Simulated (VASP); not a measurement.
# CaO (F-43m) in VASP: single point with HSE06

Aim: the single point of CaO with HSE06.

Everything below comes from runs of VASP 6.6.1. Logs are shortened: lines on timing, memory, paths and dates and some standing lists are left out, and cuts for length are marked.

**1. The cell of the first run**

The structure is cubic, space group F-43m (No. 216). Conventional cell: a = 5.447 Å, b = 5.447 Å, c = 5.447 Å, α = 90.00°, β = 90.00°, γ = 90.00°. Within 3.1 Å of Ca (site symmetry -43m) lie 4 O at 2.36 Å. Within 3.1 Å of O (site symmetry -43m) lie 4 Ca at 2.36 Å.

**2. Single point, HSE06 (strain +4.5%)**

POSCAR

```
CaO
1.0
    0.0000000000      2.7232526504      2.7232526504
    2.7232526504      0.0000000000      2.7232526504
    2.7232526504      2.7232526504      0.0000000000
Ca O
1 1
Direct
    0.0000000000      0.0000000000      0.0000000000
    0.2500000000      0.2500000000      0.2500000000
```

INCAR.step1

```
PREC     = Accurate       # precision mode
ENCUT    = 520            # plane-wave cutoff, eV
EDIFF    = 1E-5           # SCF threshold, eV
ISMEAR   = 0              # smearing method
SIGMA    = 0.01           # smearing width, eV
LREAL    = F              # projectors in reciprocal space
LASPH    = T              # aspherical terms in the spheres
NELM     = 80             # most SCF steps
ALGO     = Normal         # electronic algorithm
ISIF     = 2              # what is computed and relaxed
LWAVE    = T              # write WAVECAR
LCHARG   = F              # write CHGCAR
GGA      = PE             # functional
NBANDS   = 15             # bands
```

INCAR.step2

```
PREC     = Accurate       # precision mode
ENCUT    = 520            # plane-wave cutoff, eV
EDIFF    = 1E-6           # SCF threshold, eV
ISMEAR   = 0              # smearing method
SIGMA    = 0.01           # smearing width, eV
LREAL    = F              # projectors in reciprocal space
LASPH    = T              # aspherical terms in the spheres
NELM     = 80             # most SCF steps
ALGO     = Normal         # electronic algorithm
ISIF     = 2              # what is computed and relaxed
LWAVE    = F              # write WAVECAR
LCHARG   = F              # write CHGCAR
GGA      = PE             # functional
LHFCALC  = T              # exact exchange
HFSCREEN = 0.2079         # screening, 1/A
PRECFOCK = Normal       
ISTART   = 1            
NBANDS   = 15             # bands
```

KPOINTS

```
Automatic mesh
0
Gamma
  6 6 6
```

Potentials or basis: VASP PAW PBE potentials, release 64 (Ca_sv, O).

Launch:

```bash
$ cat potpaw_PBE.64/Ca_sv/POTCAR potpaw_PBE.64/O/POTCAR > POTCAR
$ cp INCAR.step1 INCAR
$ mpirun -np 1 vasp_std > vasp.out
$ cp INCAR.step2 INCAR
$ mpirun -np 1 vasp_std > vasp.out
```

OUTCAR:

```text
PREC = Accurate
   ENCUT = 520
   EDIFF = 1E-6
   ISMEAR = 0
   LREAL = F
   LASPH = T
   NELM = 80
   ISIF = 2
   GGA = PE
   LHFCALC = T
   HFSCREEN = 0.2079
   PRECFOCK = Normal
   ISTART = 1

 ion  position               nearest neighbor table
   1  0.000  0.000  0.000-   2 2.36   2 2.36   2 2.36   2 2.36
   2  0.250  0.250  0.250-   1 2.36   1 2.36   1 2.36   1 2.36

  LATTYP: Found a face centered cubic cell.
 ALAT       =     5.4465053008

  Lattice vectors:

 A1 = (   0.0000000000,   2.7232526504,   2.7232526504)
 A2 = (   2.7232526504,   0.0000000000,   2.7232526504)
 A3 = (   2.7232526504,   2.7232526504,   0.0000000000)

Analysis of symmetry for initial positions (statically):
=====================================================================
 Subroutine PRICEL returns:
 Original cell was already a primitive cell.

 Routine SETGRP: Setting up the symmetry group for a
 face centered cubic supercell.

 Subroutine GETGRP returns: Found 24 space group operations
 (whereof 24 operations were pure point group operations)
 out of a pool of 48 trial point group operations.

The static configuration has the point symmetry T_d .

Analysis of symmetry for dynamics (positions and initial velocities):
=====================================================================
 Subroutine PRICEL returns:
 Original cell was already a primitive cell.

 Routine SETGRP: Setting up the symmetry group for a
 face centered cubic supercell.

 Subroutine GETGRP returns: Found 24 space group operations
 (whereof 24 operations were pure point group operations)
 out of a pool of 48 trial point group operations.

The dynamic configuration has the point symmetry T_d .

 Subroutine INISYM returns: Found 24 space group operations
 (whereof 24 operations are pure point group operations),
 and found     1 'primitive' translations

----------------------------------------------------------------------------------------

                                     Primitive cell

  volume of cell :      40.3919

  direct lattice vectors                    reciprocal lattice vectors
     0.000000000  2.723252650  2.723252650    -0.183603971  0.183603971  0.183603971
     2.723252650  0.000000000  2.723252650     0.183603971 -0.183603971  0.183603971
     2.723252650  2.723252650  0.000000000     0.183603971  0.183603971 -0.183603971

  length of vectors
     3.851260832  3.851260832  3.851260832     0.318011406  0.318011406  0.318011406

  position of ions in fractional coordinates (direct lattice)
     0.000000000  0.000000000  0.000000000
     0.250000000  0.250000000  0.250000000

  ion indices of the primitive-cell ions
   primitive index   ion index
                 1           1
                 2           2

----------------------------------------------------------------------------------------

 KPOINTS: Automatic mesh

Automatic generation of k-mesh.
 Grid dimensions read from file:
 generate k-points for:    6    6    6

 Generating k-lattice:

  Cartesian coordinates                     Fractional coordinates (reciprocal lattice)
    -0.030600662  0.030600662  0.030600662     0.166666667  0.000000000  0.000000000
     0.030600662 -0.030600662  0.030600662     0.000000000  0.166666667  0.000000000
     0.030600662  0.030600662 -0.030600662     0.000000000  0.000000000  0.166666667

  Length of vectors
     0.053001901  0.053001901  0.053001901

  Shift w.r.t. Gamma in fractional coordinates (k-lattice)
     0.000000000  0.000000000  0.000000000

 Subroutine IBZKPT returns following result:
 ===========================================

 Found     16 irreducible k-points:

 Following reciprocal coordinates:
            Coordinates               Weight
  0.000000  0.000000  0.000000      1.000000
  0.166667  0.000000  0.000000      8.000000
  0.333333  0.000000  0.000000      8.000000
  0.500000  0.000000  0.000000      4.000000
  0.166667  0.166667  0.000000      6.000000
  0.333333  0.166667  0.000000     24.000000
[... 8 lines left out ...]
 -0.333333  0.333333  0.166667     24.000000
 -0.333333  0.500000  0.166667     12.000000
   k-points           NKPTS =     16   k-points in BZ     NKDIM =    216   number of bands    NBANDS=     15
   number of dos      NEDOS =    301   number of ions     NIONS =      2
   total plane-waves  NPLWV =  27000
   dimension x,y,z NGX =    30 NGY =   30 NGZ =   30
   dimension x,y,z NGXF=    60 NGYF=   60 NGZF=   60
   ions per type =               1   1
   NGX,Y,Z   is equivalent  to a cutoff of  12.95, 12.95, 12.95 a.u.
   NGXF,Y,Z  is equivalent  to a cutoff of  25.90, 25.90, 25.90 a.u.
 SYSTEM =  unknown system
   PREC   = accura    normal or accurate (medium, high low for compatibility)
   ISTART =      1    job   : 0-new  1-cont  2-samecut
   ICHARG =      0    charge: 1-file 2-atom 10-const
   ISPIN  =      1    spin polarized calculation?
   LNONCOLLINEAR =      F non collinear calculations
   LSORBIT =      F    spin-orbit coupling
   LASPH  =      T    aspherical Exc in radial PAW
   ENCUT  =  520.0 eV  38.22 Ry    6.18 a.u.   7.16  7.16  7.16*2*pi/ulx,y,z
   NELM   =     80;   NELMIN=  2; NELMDL=  0     # of ELM steps
   EDIFF  = 0.1E-05   stopping-criterion for ELM
   LREAL  =      F    real-space projection
   EDIFFG = 0.1E-04   stopping-criterion for IOM
   NSW    =      0    number of steps for IOM
   IBRION =     -1    ionic relax: 0-MD 1-quasi-New 2-CG
   NFREE  =      0    steps in history (QN), initial steepest desc. (CG)
   ISIF   =      2    stress and relaxation
   ISYM   =      3    0-nonsym 1-usesym 2-fastsym
   POTIM  = 0.5000    time-step for ionic-motion
   TEBEG  =    0.0;   TEEND  =   0.0 temperature during run
   PSTRESS=    0.0 pullay stress
   NELECT =      16.0000    total number of electrons
   NUPDOWN=      -1.0000    fix difference up-down
   EMIN   =  10.00;   EMAX   =-10.00  energy-range for DOS
   EFERMI =   0.00;   METHOD = LEGACY
   ISMEAR =     0;   SIGMA  =   0.01  broadening in eV -4-tet -1-fermi 0-gaus
   EFERMI_NEDOS =   21; number of points for ismear=-14 and -15
   IALGO  =     38    algorithm
   IMIX   =      1    mixing-type and parameters
     AMIX     =   0.40;   BMIX     =  1.00
     AMIX_MAG =   1.60;   BMIX_MAG =  1.00
  volume/ion in A,a.u.               =      20.20       136.29
  Fermi-wavevector in a.u.,A,eV,Ry     =   1.202311  2.272039 19.667932  1.445552
  Thomas-Fermi vector in A             =   2.338096
   LORBIT       =      0    0 simple, 1 ext, 2 COOP (PROOUT), +10 PAW based schemes
   GGA     = PE    functional components
   LHFCALC =     T    Hartree Fock is set to
   PRECFOCK=normal    Normal, Fast or Accurate (Low or Medium for compatibility)
   ENCUT4O =  -1.0   cutoff for four orbital integrals eV
   NKREDX  =     1    reduce k-point grid by
   NKREDY  =     1    reduce k-point grid by
   NKREDZ  =     1    reduce k-point grid by
   AEXX    =    0.2500 exact exchange contribution
   HFSCREEN=    0.2079 screening length (either q_TF or 0.3 A-1)
   HFSCREENC=   0.2079 screening length for correlation (either q_TF or 0.3 A-1)
   ENCUTFOCK=  -1.0 apply spherical cutoff to Coloumb kernel
   IVDW    =     0    specifies the selected vdW correction
   LEPSILON=     F    determine dielectric tensor
   LRPA    =     F    only Hartree local field effects (RPA)
 non-spin polarized calculation
 Gauss-broadening in eV      SIGMA  =   0.01
  energy-cutoff  :      520.00
  volume of cell :       40.39
 maximum number of plane-waves:      1106
 NGX is ok and might be reduce to    30
  NGX = 24; NGY = 24; NGZ = 24

 number of electron      15.9999997 magnetization

 Free energy of the ion-electron system (eV)
  ---------------------------------------------------
  ext. energy  EPLUGINS =         0.00000000
  ---------------------------------------------------
  free energy    TOTEN  =       -14.32760972 eV

  energy without entropy =      -14.32760972  energy(sigma->0) =      -14.32760972

 E-fermi :  -0.9481     XC(G=0):  -7.0399

 val. band max:       -1.0791425340   @ k =   0.5000   0.5000   0.0000
 cond. band min:       3.1253774880   @ k =   0.0000   0.0000   0.0000
 fundamental gap:      4.2045200220
 Fermi energy:        -0.9480608935

 k-point     1 :       0.0000    0.0000    0.0000
  band No.  band energies     occupation
      1     -41.3927      2.00000
      2     -20.8733      2.00000
      3     -20.8733      2.00000
      4     -20.8733      2.00000
      5     -17.1164      2.00000
      6      -1.4893      2.00000
      7      -1.4893      2.00000
      8      -1.4893      2.00000
      9       3.1254      0.00000
     10       8.4229      0.00000
     11       8.4229      0.00000
     12       9.8057      0.00000
     13       9.8057      0.00000
     14       9.8057      0.00000
     15      15.8740      0.00000

 k-point     2 :       0.1667    0.0000    0.0000
  band No.  band energies     occupation
      1     -41.3865      2.00000
      2     -20.9997      2.00000
      3     -20.8825      2.00000
      4     -20.8825      2.00000
      5     -16.9833      2.00000
      6      -1.7552      2.00000
      7      -1.4362      2.00000
      8      -1.4362      2.00000
      9       3.9819      0.00000
     10       8.1551      0.00000
     11       8.1551      0.00000
     12       9.4108      0.00000
     13      10.0338      0.00000
     14      10.0338      0.00000
     15      13.6781      0.00000

 k-point     3 :       0.3333    0.0000    0.0000
  band No.  band energies     occupation
      1     -41.3742      2.00000
      2     -21.2277      2.00000
      3     -20.9007      2.00000
      4     -20.9007      2.00000
      5     -16.7490      2.00000
      6      -2.0095      2.00000
      7      -1.3397      2.00000
      8      -1.3397      2.00000
      9       5.4974      0.00000
     10       8.0635      0.00000
     11       8.0635      0.00000
     12       8.5983      0.00000
     13       9.9605      0.00000
     14       9.9605      0.00000
     15      11.8440      0.00000
[... 199 lines left out ...]
 k-point    15 :      -0.3333    0.3333    0.1667
  band No.  band energies     occupation
      1     -41.3619      2.00000
      2     -21.3261      2.00000
      3     -21.0092      2.00000
      4     -20.9455      2.00000
      5     -16.5302      2.00000
      6      -1.7980      2.00000
      7      -1.5746      2.00000
      8      -1.1526      2.00000
      9       5.4445      0.00000
     10       6.9480      0.00000
     11       8.5860      0.00000
     12       9.6906      0.00000
     13       9.9697      0.00000
     14      10.9905      0.00000
     15      12.3062      0.00000

 k-point    16 :      -0.3333    0.5000    0.1667
  band No.  band energies     occupation
      1     -41.3599      2.00000
      2     -21.3501      2.00000
      3     -21.0017      2.00000
      4     -20.9675      2.00000
      5     -16.4961      2.00000
      6      -2.0101      2.00000
      7      -1.3683      2.00000
      8      -1.0884      2.00000
      9       5.1809      0.00000
     10       6.7865      0.00000
     11       9.0024      0.00000
     12       9.5364      0.00000
     13      10.1638      0.00000
     14      11.8867      0.00000
     15      12.8754      0.00000

------------------------ aborting loop because EDIFF is reached ----------------------------------------

  FORCE on cell =-STRESS in cart. coord.  units (eV):
  Direction    XX          YY          ZZ          XY          YZ          ZX
  --------------------------------------------------------------------------------------
  -------------------------------------------------------------------------------------
  Total       -1.9714106     -1.9714106     -1.9714106      0.0000000      0.0000000     -0.0000000
  in kB      -78.1976815    -78.1976815    -78.1976815      0.0000000      0.0000000     -0.0000000
  external PRESSURE =     -78.1976815 kB  Pullay stress =       0.0000000 kB

 VOLUME and BASIS-vectors are now :
 -----------------------------------------------------------------------------
  energy-cutoff  :      520.00
  volume of cell :       40.39
      direct lattice vectors                 reciprocal lattice vectors
     0.000000000  2.723252650  2.723252650    -0.183603971  0.183603971  0.183603971
     2.723252650  0.000000000  2.723252650     0.183603971 -0.183603971  0.183603971
     2.723252650  2.723252650  0.000000000     0.183603971  0.183603971 -0.183603971

 POSITION                                       TOTAL-FORCE (eV/Angst)
 -----------------------------------------------------------------------------------
      0.00000      0.00000      0.00000        -0.000000      0.000000      0.000000
      1.36163      1.36163      1.36163         0.000000     -0.000000     -0.000000
 -----------------------------------------------------------------------------------
    total drift:                               -0.000001      0.000002      0.000001

  FREE ENERGIE OF THE ION-ELECTRON SYSTEM (eV)
  ---------------------------------------------------
  free  energy   TOTEN  =       -14.3276097161 eV

  energy  without entropy=      -14.3276097161  energy(sigma->0) =      -14.32760972
```

It took 34 min on 1 thread of Intel Xeon Platinum 8375C at 2.90GHz (Ice Lake), shared host; peak memory 0.29 GiB.

Results:

- Free energy: -14.3276 eV
- Pressure: -7.8 GPa
- Band gap on the k mesh: 4.20 eV (least direct gap 4.61 eV)

Caveat: the cell differs from its parent crystal (strain +4.5%); the cell stands under tension; the structure was generated, so it needn't be the stable form of CaO; the PAW data sets were made with another functional, which shifts forces and pressure a little. A k mesh can miss the band edges.
